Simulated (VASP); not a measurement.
# KAg3 (Pm-3m) in VASP: notebook

KAg3 is run at these levels: PBE; tasks: single point, relaxation of cell and atoms.

Program: VASP 6.6.1. These are calculated values, not measurements. Logs are shortened: lines on timing, memory, paths and dates and some standing lists are left out, and cuts for length are marked.

**1. The cell of the first run**

It takes space group Pm-3m (No. 221, cubic). Conventional cell: a = 4.530 Å, b = 4.530 Å, c = 4.530 Å, α = 90.00°, β = 90.00°, γ = 90.00°. Within 4.2 Å of K (site symmetry m-3m) lie 12 Ag at 3.20 Å. Within 4.2 Å of Ag (site symmetry 4/mmm) lie 4 K at 3.20 Å and 8 Ag at 3.20 Å.

**2. Single point, PBE**

Input file INCAR:

```
SYSTEM = KAg3
PREC     = Accurate       ! precision mode
ENCUT    = 520            ! plane-wave cutoff, eV
EDIFF    = 1E-6           ! SCF threshold, eV
ISMEAR   = 0              ! smearing method
SIGMA    = 0.1            ! smearing width, eV
LREAL    = .False.        ! projectors in reciprocal space
LASPH    = .True.         ! aspherical terms in the spheres
NELM     = 60             ! most SCF steps
ALGO     = Fast           ! electronic algorithm
ISIF     = 2              ! what is computed and relaxed
LWAVE    = .False.        ! write WAVECAR
LCHARG   = .False.        ! write CHGCAR
GGA      = PE             ! functional
NBANDS   = 29             ! bands
```

Input file KPOINTS:

```
regular mesh
0
Gamma
  10 10 10
  0 0 0
```

Input file POSCAR:

```
KAg3
1.0
    4.5298536013      0.0000000000      0.0000000000
    0.0000000000      4.5298536013      0.0000000000
    0.0000000000      0.0000000000      4.5298536013
K Ag
1 3
Direct
    0.0000000000      0.0000000000      0.0000000000
    0.0000000000      0.5000000000      0.5000000000
    0.5000000000      0.0000000000      0.5000000000
    0.5000000000      0.5000000000      0.0000000000
```

Potentials or basis: VASP PAW PBE potentials, release 64 (K_sv, Ag).

Launch:

```console
> cat potpaw_PBE.64/K_sv/POTCAR potpaw_PBE.64/Ag/POTCAR > POTCAR
> mpirun -np 1 vasp_std > vasp.out
```

OUTCAR:

```text
SYSTEM = KAg3
   PREC = Accurate
   ENCUT = 520
   EDIFF = 1E-6
   ISMEAR = 0
   LREAL = .False.
   LASPH = .True.
   NELM = 60
   ISIF = 2
   GGA = PE

 ion  position               nearest neighbor table
   1  0.000  0.000  0.000-   2 3.20   3 3.20   4 3.20   2 3.20   3 3.20   2 3.20   4 3.20   2 3.20
                             3 3.20   4 3.20   3 3.20   4 3.20
   2  0.000  0.500  0.500-   1 3.20   3 3.20   4 3.20   1 3.20   4 3.20   1 3.20   3 3.20   1 3.20
                             3 3.20   4 3.20   4 3.20   3 3.20
   3  0.500  0.000  0.500-   1 3.20   2 3.20   4 3.20   1 3.20   4 3.20   2 3.20   4 3.20   4 3.20
                             1 3.20   2 3.20   1 3.20   2 3.20
   4  0.500  0.500  0.000-   1 3.20   2 3.20   3 3.20   2 3.20   3 3.20   1 3.20   3 3.20   3 3.20
                             1 3.20   2 3.20   2 3.20   1 3.20

  LATTYP: Found a simple cubic cell.
 ALAT       =     4.5298536013

  Lattice vectors:

 A1 = (   4.5298536013,   0.0000000000,   0.0000000000)
 A2 = (   0.0000000000,   4.5298536013,   0.0000000000)
 A3 = (   0.0000000000,   0.0000000000,   4.5298536013)

Analysis of symmetry for initial positions (statically):
=====================================================================
 Subroutine PRICEL returns:
 Original cell was already a primitive cell.

 Routine SETGRP: Setting up the symmetry group for a
 simple cubic supercell.

 Subroutine GETGRP returns: Found 48 space group operations
 (whereof 48 operations were pure point group operations)
 out of a pool of 48 trial point group operations.

The static configuration has the point symmetry O_h .

Analysis of symmetry for dynamics (positions and initial velocities):
=====================================================================
 Subroutine PRICEL returns:
 Original cell was already a primitive cell.

 Routine SETGRP: Setting up the symmetry group for a
 simple cubic supercell.

 Subroutine GETGRP returns: Found 48 space group operations
 (whereof 48 operations were pure point group operations)
 out of a pool of 48 trial point group operations.

The dynamic configuration has the point symmetry O_h .

 Subroutine INISYM returns: Found 48 space group operations
 (whereof 48 operations are pure point group operations),
 and found     1 'primitive' translations

----------------------------------------------------------------------------------------

                                     Primitive cell

  volume of cell :      92.9507

  direct lattice vectors                    reciprocal lattice vectors
     4.529853601  0.000000000  0.000000000     0.220757686  0.000000000  0.000000000
     0.000000000  4.529853601  0.000000000     0.000000000  0.220757686  0.000000000
     0.000000000  0.000000000  4.529853601     0.000000000  0.000000000  0.220757686

  length of vectors
     4.529853601  4.529853601  4.529853601     0.220757686  0.220757686  0.220757686

  position of ions in fractional coordinates (direct lattice)
     0.000000000  0.000000000  0.000000000
     0.000000000  0.500000000  0.500000000
     0.500000000  0.000000000  0.500000000
     0.500000000  0.500000000  0.000000000

  ion indices of the primitive-cell ions
   primitive index   ion index
                 1           1
                 2           2
                 3           3
                 4           4

----------------------------------------------------------------------------------------

 KPOINTS: regular mesh

Automatic generation of k-mesh.
 Grid dimensions read from file:
 generate k-points for:   10   10   10

 Generating k-lattice:

  Cartesian coordinates                     Fractional coordinates (reciprocal lattice)
     0.022075769  0.000000000  0.000000000     0.100000000  0.000000000  0.000000000
     0.000000000  0.022075769  0.000000000     0.000000000  0.100000000  0.000000000
     0.000000000  0.000000000  0.022075769     0.000000000  0.000000000  0.100000000

  Length of vectors
     0.022075769  0.022075769  0.022075769

  Shift w.r.t. Gamma in fractional coordinates (k-lattice)
     0.000000000  0.000000000  0.000000000

 Subroutine IBZKPT returns following result:
 ===========================================

 Found     56 irreducible k-points:

 Following reciprocal coordinates:
            Coordinates               Weight
  0.000000  0.000000  0.000000      1.000000
  0.100000  0.000000  0.000000      6.000000
  0.200000  0.000000  0.000000      6.000000
  0.300000  0.000000  0.000000      6.000000
  0.400000  0.000000  0.000000      6.000000
  0.500000  0.000000  0.000000      3.000000
[... 16 lines left out ...]
  0.200000  0.100000  0.100000     24.000000
  0.300000  0.100000  0.100000     24.000000
 [... further k-points ...]
   k-points           NKPTS =     56   k-points in BZ     NKDIM =     56   number of bands    NBANDS=     29
   number of dos      NEDOS =    301   number of ions     NIONS =      4
   total plane-waves  NPLWV =  46656
   dimension x,y,z NGX =    36 NGY =   36 NGZ =   36
   dimension x,y,z NGXF=    72 NGYF=   72 NGZF=   72
   ions per type =               1   3
   NGX,Y,Z   is equivalent  to a cutoff of  13.21, 13.21, 13.21 a.u.
   NGXF,Y,Z  is equivalent  to a cutoff of  26.42, 26.42, 26.42 a.u.
 SYSTEM =  KAg3
   PREC   = accura    normal or accurate (medium, high low for compatibility)
   ISTART =      0    job   : 0-new  1-cont  2-samecut
   ICHARG =      2    charge: 1-file 2-atom 10-const
   ISPIN  =      1    spin polarized calculation?
   LNONCOLLINEAR =      F non collinear calculations
   LSORBIT =      F    spin-orbit coupling
   LASPH  =      T    aspherical Exc in radial PAW
   ENCUT  =  520.0 eV  38.22 Ry    6.18 a.u.   8.42  8.42  8.42*2*pi/ulx,y,z
   NELM   =     60;   NELMIN=  2; NELMDL= -5     # of ELM steps
   EDIFF  = 0.1E-05   stopping-criterion for ELM
   LREAL  =      F    real-space projection
   EDIFFG = 0.1E-04   stopping-criterion for IOM
   NSW    =      0    number of steps for IOM
   IBRION =     -1    ionic relax: 0-MD 1-quasi-New 2-CG
   NFREE  =      0    steps in history (QN), initial steepest desc. (CG)
   ISIF   =      2    stress and relaxation
   ISYM   =      2    0-nonsym 1-usesym 2-fastsym
   POTIM  = 0.5000    time-step for ionic-motion
   TEBEG  =    0.0;   TEEND  =   0.0 temperature during run
   PSTRESS=    0.0 pullay stress
   NELECT =      42.0000    total number of electrons
   NUPDOWN=      -1.0000    fix difference up-down
   EMIN   =  10.00;   EMAX   =-10.00  energy-range for DOS
   EFERMI =   0.00;   METHOD = LEGACY
   ISMEAR =     0;   SIGMA  =   0.10  broadening in eV -4-tet -1-fermi 0-gaus
   EFERMI_NEDOS =   21; number of points for ismear=-14 and -15
   IALGO  =     68    algorithm
   IMIX   =      4    mixing-type and parameters
     AMIX     =   0.40;   BMIX     =  1.00
     AMIX_MAG =   1.60;   BMIX_MAG =  1.00
  volume/ion in A,a.u.               =      23.24       156.82
  Fermi-wavevector in a.u.,A,eV,Ry     =   1.256243  2.373956 21.471997  1.578147
  Thomas-Fermi vector in A             =   2.389961
   LORBIT       =      0    0 simple, 1 ext, 2 COOP (PROOUT), +10 PAW based schemes
   GGA     = PE    functional components
   LHFCALC =     F    Hartree Fock is set to
   AEXX    =    0.0000 exact exchange contribution
   IVDW    =     0    specifies the selected vdW correction
   LEPSILON=     F    determine dielectric tensor
   LRPA    =     F    only Hartree local field effects (RPA)
 non-spin polarized calculation
 RMM-DIIS sequential band-by-band and
 Gauss-broadening in eV      SIGMA  =   0.10
  energy-cutoff  :      520.00
  volume of cell :       92.95
 maximum number of plane-waves:      2523
 NGX is ok and might be reduce to    36
   NGX = 17   NGY = 17   NGZ = 17

 number of electron      41.9999990 magnetization

 Free energy of the ion-electron system (eV)
  ---------------------------------------------------
  ext. energy  EPLUGINS =         0.00000000
  ---------------------------------------------------
  free energy    TOTEN  =        -8.09696497 eV

  energy without entropy =       -8.08871909  energy(sigma->0) =       -8.09284203

 E-fermi :   4.6445     XC(G=0): -10.1509

 val. band max:        4.6369475709   @ k =   0.3000   0.3000   0.2000
 cond. band min:       4.6446593113   @ k =   0.5000   0.4000   0.4000
 fundamental gap:      0.0077117404
 Fermi energy:         4.6445149741

 k-point     1 :       0.0000    0.0000    0.0000
  band No.  band energies     occupation
      1     -25.6246      2.00000
      2      -9.2035      2.00000
      3      -9.2035      2.00000
      4      -9.2035      2.00000
      5      -1.0010      2.00000
      6      -0.4452      2.00000
[... 21 lines left out ...]
     28      12.1570      0.00000
     29      12.5960      0.00000

 k-point     2 :       0.1000    0.0000    0.0000
  band No.  band energies     occupation
      1     -25.6242      2.00000
      2      -9.2154      2.00000
      3      -9.2043      2.00000
      4      -9.2043      2.00000
      5      -0.9263      2.00000
      6      -0.4326      2.00000
[... 21 lines left out ...]
     28      12.1453      0.00000
     29      12.1526      0.00000

 k-point     3 :       0.2000    0.0000    0.0000
  band No.  band energies     occupation
      1     -25.6232      2.00000
      2      -9.2463      2.00000
      3      -9.2063      2.00000
      4      -9.2063      2.00000
      5      -0.7286      2.00000
      6      -0.3976      2.00000
[... 21 lines left out ...]
     28      11.1961      0.00000
     29      12.1113      0.00000

 k-point     4 :       0.3000    0.0000    0.0000
  band No.  band energies     occupation
      1     -25.6220      2.00000
      2      -9.2839      2.00000
      3      -9.2087      2.00000
      4      -9.2087      2.00000
      5      -0.4924      2.00000
      6      -0.3494      2.00000
[... 21 lines left out ...]
     28      10.8734      0.00000
     29      12.0713      0.00000

 k-point     5 :       0.4000    0.0000    0.0000
  band No.  band energies     occupation
      1     -25.6210      2.00000
      2      -9.3138      2.00000
      3      -9.2107      2.00000
      4      -9.2107      2.00000
      5      -0.3087      2.00000
      6      -0.3047      2.00000
[... 21 lines left out ...]
     28      10.7535      0.00000
     29      12.0426      0.00000
[... 510 lines left out ...]
     28      12.0003      0.00000
     29      12.1110      0.00000

 k-point    22 :       0.1000    0.1000    0.1000
  band No.  band energies     occupation
      1     -25.6235      2.00000
      2      -9.2224      2.00000
      3      -9.2131      2.00000
      4      -9.2131      2.00000
      5      -0.7939      2.00000
      6      -0.3890      2.00000
[... 21 lines left out ...]
     28      12.2689      0.00000
     29      13.0553      0.00000

 k-point    23 :       0.2000    0.1000    0.1000
  band No.  band energies     occupation
      1     -25.6226      2.00000
      2      -9.2472      2.00000
      3      -9.2185      2.00000
      4      -9.2142      2.00000
      5      -0.6328      2.00000
      6      -0.3485      2.00000
[... 21 lines left out ...]
     28      12.3153      0.00000
     29      12.3234      0.00000

 k-point    24 :       0.3000    0.1000    0.1000
  band No.  band energies     occupation
      1     -25.6214      2.00000
      2      -9.2816      2.00000
      3      -9.2207      2.00000
      4      -9.2156      2.00000
      5      -0.4451      2.00000
      6      -0.2938      2.00000
[... 21 lines left out ...]
     28      11.6880      0.00000
     29      12.3351      0.00000

 [... further k-points ...]

------------------------ aborting loop because EDIFF is reached ----------------------------------------

  FORCE on cell =-STRESS in cart. coord.  units (eV):
  Direction    XX          YY          ZZ          XY          YZ          ZX
  --------------------------------------------------------------------------------------
  -------------------------------------------------------------------------------------
  Total        0.0392791      0.0392791      0.0392791      0.0000000      0.0000000      0.0000000
  in kB        0.6770489      0.6770489      0.6770489      0.0000000      0.0000000      0.0000000
  external PRESSURE =       0.6770489 kB  Pullay stress =       0.0000000 kB

 VOLUME and BASIS-vectors are now :
 -----------------------------------------------------------------------------
  energy-cutoff  :      520.00
  volume of cell :       92.95
      direct lattice vectors                 reciprocal lattice vectors
     4.529853601  0.000000000  0.000000000     0.220757686  0.000000000  0.000000000
     0.000000000  4.529853601  0.000000000     0.000000000  0.220757686  0.000000000
     0.000000000  0.000000000  4.529853601     0.000000000  0.000000000  0.220757686

 POSITION                                       TOTAL-FORCE (eV/Angst)
 -----------------------------------------------------------------------------------
      0.00000      0.00000      0.00000         0.000000      0.000000      0.000000
      0.00000      2.26493      2.26493         0.000000      0.000000      0.000000
      2.26493      0.00000      2.26493         0.000000      0.000000      0.000000
      2.26493      2.26493      0.00000         0.000000      0.000000      0.000000
 -----------------------------------------------------------------------------------
    total drift:                                0.000000      0.000000      0.000000

  FREE ENERGIE OF THE ION-ELECTRON SYSTEM (eV)
  ---------------------------------------------------
  free  energy   TOTEN  =        -8.0969649660 eV

  energy  without entropy=       -8.0887190901  energy(sigma->0) =       -8.09284203
```

Run time: 77 s. Hardware: 1 thread of Intel Xeon Platinum 8488C (Sapphire Rapids), shared host; peak memory 0.28 GiB.

What came out:

| Item | Value |
| --- | --- |
| Free energy | -8.0970 eV |
| Pressure | 0.1 GPa |
| Band gap on the k mesh | zero (bands 21 and 22 overlap by 2.84 eV) |

Levels at points of the mesh, in eV from the Fermi level:
```csv
k point,band 17,band 18,band 19,band 20,band 21,band 22,band 23,band 24,band 25,band 26
"(0.00, 0.00, 0.00)",-3.53,-3.30,-3.30,-3.30,2.30,2.30,2.30,2.67,2.67,7.51
"(0.50, 0.00, 0.00)",-3.94,-3.66,-3.30,-3.17,-2.85,2.95,2.95,3.48,4.32,6.09
"(0.50, 0.50, 0.00)",-4.02,-3.96,-3.86,-2.39,-0.54,-0.54,0.05,4.34,4.34,6.12
"(0.50, 0.50, 0.50)",-3.45,-3.45,-3.45,-0.13,0.65,0.65,0.65,1.24,1.24,1.24
```

**3. Relaxation of cell and atoms, PBE**

Input file INCAR:

```
ALGO = Fast ; EDIFF = 1E-6
EDIFFG = -0.01 ; ENCUT = 600
GGA = PE ; IBRION = 2
ISIF = 3 ; ISMEAR = 0
LASPH = T ; LCHARG = F
LREAL = F ; LWAVE = F
NELM = 100 ; NSW = 100
PREC = Accurate ; SIGMA = 0.1
```

Input file KPOINTS:

```
k-points
0
Gamma
  10 10 10
```

Input file POSCAR:

```
KAg3
1.0
    4.5327944812      0.0000000000      0.0000000000
    0.0000000000      4.5327944812      0.0000000000
    0.0000000000      0.0000000000      4.5327944812
K Ag
1 3
Direct
    0.0000000000      0.0000000000      0.0000000000
    0.0000000000      0.5000000000      0.5000000000
    0.5000000000      0.0000000000      0.5000000000
    0.5000000000      0.5000000000      0.0000000000
```

Potentials or basis: VASP PAW PBE potentials, release 64 (K_sv, Ag).

Launch:

```console
> cat potpaw_PBE.64/K_sv/POTCAR potpaw_PBE.64/Ag/POTCAR > POTCAR
> mpirun -np 1 vasp_std > vasp.out
```

Wall time 81 s (1 thread of Intel Xeon Platinum 8488C (Sapphire Rapids), shared host); peak memory 0.3 GiB.

Results (log left out):

```
Free energy             : -8.0958 eV
Pressure after relaxing : 0.0 GPa
Band gap on the k mesh  : zero (bands 21 and 22 overlap by 2.84 eV)
```

Final structure:
```
K Ag
1.0
     4.53279    0.00000    0.00000
     0.00000    4.53279    0.00000
     0.00000    0.00000    4.53279
K Ag
1 3
Direct
  0.00000 0.00000 0.00000
  0.00000 0.50000 0.50000
  0.50000 0.00000 0.50000
  0.50000 0.50000 0.00000
```

Levels at points of the mesh, in eV from the Fermi level:
| k point | band 18 | band 19 | band 20 | band 21 | band 22 | band 23 | band 24 | band 25 |
| --- | --- | --- | --- | --- | --- | --- | --- | --- |
| (0.00, 0.00, 0.00) | -3.30 | -3.30 | -3.30 | 2.30 | 2.30 | 2.30 | 2.67 | 2.67 |
| (0.50, 0.00, 0.00) | -3.66 | -3.30 | -3.17 | -2.85 | 2.95 | 2.95 | 3.48 | 4.31 |
| (0.50, 0.50, 0.00) | -3.95 | -3.86 | -2.38 | -0.54 | -0.54 | 0.06 | 4.34 | 4.34 |
| (0.50, 0.50, 0.50) | -3.45 | -3.45 | -0.13 | 0.65 | 0.65 | 0.65 | 1.24 | 1.24 |

Caveat: the relaxation stopped at its first step, so nothing moved.
